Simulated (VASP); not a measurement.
# ZnS (P6_3mc) in VASP: further runs

The runs below take ZnS through single point, with PBE.

Program: VASP 6.6.1. These are calculated values, not measurements. Logs are shortened: lines on timing, memory, paths and dates and some standing lists are left out, and cuts for length are marked.

## (1) The cell of the first run

It takes space group P6_3mc (No. 186, hexagonal). Conventional cell: a = 3.538 Å, b = 3.538 Å, c = 6.558 Å, α = 90.00°, β = 90.00°, γ = 120.00°. Zn (site symmetry 3m) has 4 S at 2.20 to 2.46 Å within 2.9 Å. S (site symmetry 3m) has 4 Zn at 2.20 to 2.46 Å within 2.9 Å.

## (2) Single point, PBE (strain -0.080 along x and y, +0.040 along z)

File INCAR:

```
SYSTEM = ZnS
PREC     = Accurate       ! precision mode
ENCUT    = 520            ! plane-wave cutoff, eV
EDIFF    = 1E-6           ! SCF threshold, eV
ISMEAR   = 0              ! smearing method
SIGMA    = 0.05           ! smearing width, eV
LREAL    = .FALSE.        ! projectors in reciprocal space
LASPH    = .TRUE.         ! aspherical terms in the spheres
NELM     = 60             ! most SCF steps
ALGO     = Normal         ! electronic algorithm
ISIF     = 2              ! what is computed and relaxed
LWAVE    = .FALSE.        ! write WAVECAR
LCHARG   = .FALSE.        ! write CHGCAR
GGA      = PE             ! functional
NBANDS   = 26             ! bands
```

File KPOINTS:

```
regular mesh
0
G
  12 12 4
  0 0 0
```

File POSCAR:

```
ZnS
1.0
    3.5378535486      0.0000000000      0.0000000000
   -1.7689267743      3.0638710479      0.0000000000
    0.0000000000      0.0000000000      6.5575466441
Zn S
2 2
Direct
    0.3333333333      0.6666666667      0.0052197901
    0.6666666667      0.3333333333      0.5052197901
    0.3333333333      0.6666666667      0.3797802099
    0.6666666667      0.3333333333      0.8797802099
```

Potentials or basis: VASP PAW PBE potentials, release 64 (Zn, S).

On the command line:

```sh
$ cat potpaw_PBE.64/Zn/POTCAR potpaw_PBE.64/S/POTCAR > POTCAR
$ mpirun -np 1 vasp_std > vasp.out
```

OUTCAR:

```text
SYSTEM = ZnS
   PREC = Accurate
   ENCUT = 520
   EDIFF = 1E-6
   ISMEAR = 0
   LREAL = .FALSE.
   LASPH = .TRUE.
   NELM = 60
   ISIF = 2
   GGA = PE

 ion  position               nearest neighbor table
   1  0.333  0.667  0.005-   4 2.20   4 2.20   4 2.20   3 2.46
   2  0.667  0.333  0.505-   3 2.20   3 2.20   3 2.20   4 2.46
   3  0.333  0.667  0.380-   2 2.20   2 2.20   2 2.20   1 2.46
   4  0.667  0.333  0.880-   1 2.20   1 2.20   1 2.20   2 2.46

  LATTYP: Found a hexagonal cell.
 ALAT       =     3.5378535486
 C/A-ratio  =     1.8535381847

  Lattice vectors:

 A1 = (   3.5378535486,   0.0000000000,   0.0000000000)
 A2 = (  -1.7689267743,   3.0638710479,   0.0000000000)
 A3 = (   0.0000000000,   0.0000000000,   6.5575466441)

Analysis of symmetry for initial positions (statically):
=====================================================================
 Subroutine PRICEL returns:
 Original cell was already a primitive cell.

 Routine SETGRP: Setting up the symmetry group for a
 hexagonal supercell.

 Subroutine GETGRP returns: Found 12 space group operations
 (whereof  6 operations were pure point group operations)
 out of a pool of 24 trial point group operations.

The static configuration has the point symmetry C_3v.
 The point group associated with its full space group is C_6v.

Analysis of symmetry for dynamics (positions and initial velocities):
=====================================================================
 Subroutine PRICEL returns:
 Original cell was already a primitive cell.

 Routine SETGRP: Setting up the symmetry group for a
 hexagonal supercell.

 Subroutine GETGRP returns: Found 12 space group operations
 (whereof  6 operations were pure point group operations)
 out of a pool of 24 trial point group operations.

The dynamic configuration has the point symmetry C_3v.
 The point group associated with its full space group is C_6v.

 Subroutine INISYM returns: Found 12 space group operations
 (whereof  6 operations are pure point group operations),
 and found     1 'primitive' translations

----------------------------------------------------------------------------------------

                                     Primitive cell

  volume of cell :      71.0807

  direct lattice vectors                    reciprocal lattice vectors
     3.537853549  0.000000000  0.000000000     0.282657263  0.163192247  0.000000000
    -1.768926774  3.063871048  0.000000000     0.000000000  0.326384493  0.000000000
     0.000000000  0.000000000  6.557546644     0.000000000  0.000000000  0.152496056

  length of vectors
     3.537853549  3.537853549  6.557546644     0.326384493  0.326384493  0.152496056

  position of ions in fractional coordinates (direct lattice)
     0.333333333  0.666666667  0.005219790
     0.666666667  0.333333333  0.505219790
     0.333333333  0.666666667  0.379780210
     0.666666667  0.333333333  0.879780210

  ion indices of the primitive-cell ions
   primitive index   ion index
                 1           1
                 2           2
                 3           3
                 4           4

----------------------------------------------------------------------------------------

 KPOINTS: regular mesh

Automatic generation of k-mesh.
 Grid dimensions read from file:
 generate k-points for:   12   12    4

 Generating k-lattice:

  Cartesian coordinates                     Fractional coordinates (reciprocal lattice)
     0.023554772  0.013599354  0.000000000     0.083333333 -0.000000000  0.000000000
     0.000000000  0.027198708  0.000000000     0.000000000  0.083333333  0.000000000
     0.000000000  0.000000000  0.038124014     0.000000000  0.000000000  0.250000000

  Length of vectors
     0.027198708  0.027198708  0.038124014

  Shift w.r.t. Gamma in fractional coordinates (k-lattice)
     0.000000000  0.000000000  0.000000000

 Subroutine IBZKPT returns following result:
 ===========================================

 Found     57 irreducible k-points:

 Following reciprocal coordinates:
            Coordinates               Weight
  0.000000  0.000000  0.000000      1.000000
  0.083333  0.000000  0.000000      6.000000
  0.166667  0.000000  0.000000      6.000000
  0.250000  0.000000  0.000000      6.000000
  0.333333  0.000000  0.000000      6.000000
  0.416667  0.000000  0.000000      6.000000
[... 16 lines left out ...]
  0.250000  0.000000  0.250000     12.000000
  0.333333  0.000000  0.250000     12.000000
 [... further k-points ...]
   k-points           NKPTS =     57   k-points in BZ     NKDIM =     57   number of bands    NBANDS=     26
   number of dos      NEDOS =    301   number of ions     NIONS =      4
   total plane-waves  NPLWV =  39200
   dimension x,y,z NGX =    28 NGY =   28 NGZ =   50
   dimension x,y,z NGXF=    56 NGYF=   56 NGZF=  100
   ions per type =               2   2
   NGX,Y,Z   is equivalent  to a cutoff of  13.16, 13.16, 12.68 a.u.
   NGXF,Y,Z  is equivalent  to a cutoff of  26.31, 26.31, 25.35 a.u.
 SYSTEM =  ZnS
   PREC   = accura    normal or accurate (medium, high low for compatibility)
   ISTART =      0    job   : 0-new  1-cont  2-samecut
   ICHARG =      2    charge: 1-file 2-atom 10-const
   ISPIN  =      1    spin polarized calculation?
   LNONCOLLINEAR =      F non collinear calculations
   LSORBIT =      F    spin-orbit coupling
   LASPH  =      T    aspherical Exc in radial PAW
   ENCUT  =  520.0 eV  38.22 Ry    6.18 a.u.   6.58  6.58 12.19*2*pi/ulx,y,z
   NELM   =     60;   NELMIN=  2; NELMDL= -5     # of ELM steps
   EDIFF  = 0.1E-05   stopping-criterion for ELM
   LREAL  =      F    real-space projection
   EDIFFG = 0.1E-04   stopping-criterion for IOM
   NSW    =      0    number of steps for IOM
   IBRION =     -1    ionic relax: 0-MD 1-quasi-New 2-CG
   NFREE  =      0    steps in history (QN), initial steepest desc. (CG)
   ISIF   =      2    stress and relaxation
   ISYM   =      2    0-nonsym 1-usesym 2-fastsym
   POTIM  = 0.5000    time-step for ionic-motion
   TEBEG  =    0.0;   TEEND  =   0.0 temperature during run
   PSTRESS=    0.0 pullay stress
   NELECT =      36.0000    total number of electrons
   NUPDOWN=      -1.0000    fix difference up-down
   EMIN   =  10.00;   EMAX   =-10.00  energy-range for DOS
   EFERMI =   0.00;   METHOD = LEGACY
   ISMEAR =     0;   SIGMA  =   0.05  broadening in eV -4-tet -1-fermi 0-gaus
   EFERMI_NEDOS =   21; number of points for ismear=-14 and -15
   IALGO  =     38    algorithm
   IMIX   =      4    mixing-type and parameters
     AMIX     =   0.40;   BMIX     =  1.00
     AMIX_MAG =   1.60;   BMIX_MAG =  1.00
  volume/ion in A,a.u.               =      17.77       119.92
  Fermi-wavevector in a.u.,A,eV,Ry     =   1.304944  2.465986 23.169061  1.702878
  Thomas-Fermi vector in A             =   2.435846
   LORBIT       =      0    0 simple, 1 ext, 2 COOP (PROOUT), +10 PAW based schemes
   GGA     = PE    functional components
   LHFCALC =     F    Hartree Fock is set to
   AEXX    =    0.0000 exact exchange contribution
   IVDW    =     0    specifies the selected vdW correction
   LEPSILON=     F    determine dielectric tensor
   LRPA    =     F    only Hartree local field effects (RPA)
 non-spin polarized calculation
 Gauss-broadening in eV      SIGMA  =   0.05
  energy-cutoff  :      520.00
  volume of cell :       71.08
 maximum number of plane-waves:      1956
 NGX is ok and might be reduce to    28
   NGX = 13   NGY = 13   NGZ = 25

 number of electron      35.9999993 magnetization

 Free energy of the ion-electron system (eV)
  ---------------------------------------------------
  ext. energy  EPLUGINS =         0.00000000
  ---------------------------------------------------
  free energy    TOTEN  =       -12.96333176 eV

  energy without entropy =      -12.96333176  energy(sigma->0) =      -12.96333176

 E-fermi :   3.6447     XC(G=0): -10.1261

 val. band max:        3.3954941667   @ k =   0.0000   0.0000   0.0000
 cond. band min:       5.3402758688   @ k =   0.0000   0.0000   0.0000
 fundamental gap:      1.9447817021
 Fermi energy:         3.6446588496

 k-point     1 :       0.0000    0.0000    0.0000
  band No.  band energies     occupation
      1     -10.8294      2.00000
      2     -10.0154      2.00000
      3      -3.7312      2.00000
      4      -3.7312      2.00000
      5      -3.6689      2.00000
      6      -3.6689      2.00000
[... 18 lines left out ...]
     25      11.1216      0.00000
     26      12.0270      0.00000

 k-point     2 :       0.0833    0.0000    0.0000
  band No.  band energies     occupation
      1     -10.7653      2.00000
      2      -9.9674      2.00000
      3      -3.7423      2.00000
      4      -3.7167      2.00000
      5      -3.6703      2.00000
      6      -3.6508      2.00000
[... 18 lines left out ...]
     25      11.3836      0.00000
     26      11.7997      0.00000

 k-point     3 :       0.1667    0.0000    0.0000
  band No.  band energies     occupation
      1     -10.5815      2.00000
      2      -9.8332      2.00000
      3      -3.7717      2.00000
      4      -3.6788      2.00000
      5      -3.6710      2.00000
      6      -3.6008      2.00000
[... 18 lines left out ...]
     25      11.4765      0.00000
     26      12.1119      0.00000

 k-point     4 :       0.2500    0.0000    0.0000
  band No.  band energies     occupation
      1     -10.3041      2.00000
      2      -9.6442      2.00000
      3      -3.8022      2.00000
      4      -3.6670      2.00000
      5      -3.6322      2.00000
      6      -3.5314      2.00000
[... 18 lines left out ...]
     25      11.5927      0.00000
     26      12.4913      0.00000
[... 496 lines left out ...]
      1     -10.4848      2.00000
      2      -9.9580      2.00000
      3      -3.7722      2.00000
      4      -3.6988      2.00000
      5      -3.6685      2.00000
      6      -3.6134      2.00000
[... 18 lines left out ...]
     25      11.3809      0.00000
     26      11.8157      0.00000

 k-point    23 :       0.2500    0.0000    0.2500
  band No.  band energies     occupation
      1     -10.2168      2.00000
      2      -9.7514      2.00000
      3      -3.8022      2.00000
      4      -3.7043      2.00000
      5      -3.6184      2.00000
      6      -3.5471      2.00000
[... 18 lines left out ...]
     25      11.7689      0.00000
     26      12.7229      0.00000

 k-point    24 :       0.3333    0.0000    0.2500
  band No.  band energies     occupation
      1      -9.9107      2.00000
      2      -9.5363      2.00000
      3      -3.8075      2.00000
      4      -3.7005      2.00000
      5      -3.5757      2.00000
      6      -3.4822      2.00000
[... 18 lines left out ...]
     25      12.6207      0.00000
     26      13.5452      0.00000

 [... further k-points ...]

------------------------ aborting loop because EDIFF is reached ----------------------------------------

  FORCE on cell =-STRESS in cart. coord.  units (eV):
  Direction    XX          YY          ZZ          XY          YZ          ZX
  --------------------------------------------------------------------------------------
  -------------------------------------------------------------------------------------
  Total        9.3651949      9.3651949     -0.0680008      0.0000000      0.0000000      0.0000000
  in kB      211.0938972    211.0938972     -1.5327565      0.0000000      0.0000000      0.0000000
  external PRESSURE =     140.2183460 kB  Pullay stress =       0.0000000 kB

 VOLUME and BASIS-vectors are now :
 -----------------------------------------------------------------------------
  energy-cutoff  :      520.00
  volume of cell :       71.08
      direct lattice vectors                 reciprocal lattice vectors
     3.537853549  0.000000000  0.000000000     0.282657263  0.163192247  0.000000000
    -1.768926774  3.063871048  0.000000000     0.000000000  0.326384493  0.000000000
     0.000000000  0.000000000  6.557546644     0.000000000  0.000000000  0.152496056

 POSITION                                       TOTAL-FORCE (eV/Angst)
 -----------------------------------------------------------------------------------
     -0.00000      2.04258      0.03423        -0.000000     -0.000000      1.034226
      1.76893      1.02129      3.31300         0.000000      0.000000      1.034226
     -0.00000      2.04258      2.49043        -0.000000     -0.000000     -1.034226
      1.76893      1.02129      5.76920        -0.000000     -0.000000     -1.034226
 -----------------------------------------------------------------------------------
    total drift:                               -0.000000     -0.000000      0.000598

  FREE ENERGIE OF THE ION-ELECTRON SYSTEM (eV)
  ---------------------------------------------------
  free  energy   TOTEN  =       -12.9633317645 eV

  energy  without entropy=      -12.9633317645  energy(sigma->0) =      -12.96333176
```

It took 49 s on 1 thread of Intel Xeon 6975P-C (Granite Rapids), shared host; peak memory 0.23 GiB.

What came out:

```
Free energy            : -12.9633 eV
Pressure               : 14.0 GPa
Largest force          : 1.034 eV/Å
Band gap on the k mesh : 1.94 eV
```

Forces in eV/Å, atoms in the order of the input:
```
Zn   0.000  0.000  1.034
Zn   0.000  0.000  1.034
S    0.000  0.000 -1.034
S    0.000  0.000 -1.034
```

Stress tensor (GPa, compression positive):
```
21.11  0.00  0.00
 0.00 21.11  0.00
 0.00  0.00 -0.15
```

Caveat: the cell differs from its parent crystal (strain -0.080 along x and y, +0.040 along z); the cell stands under pressure; forces of over 1 eV/Å act on the atoms, so gaps and moduli don't describe the material at rest. A k mesh can miss the band edges.

(Continued in part 2 of 2.)
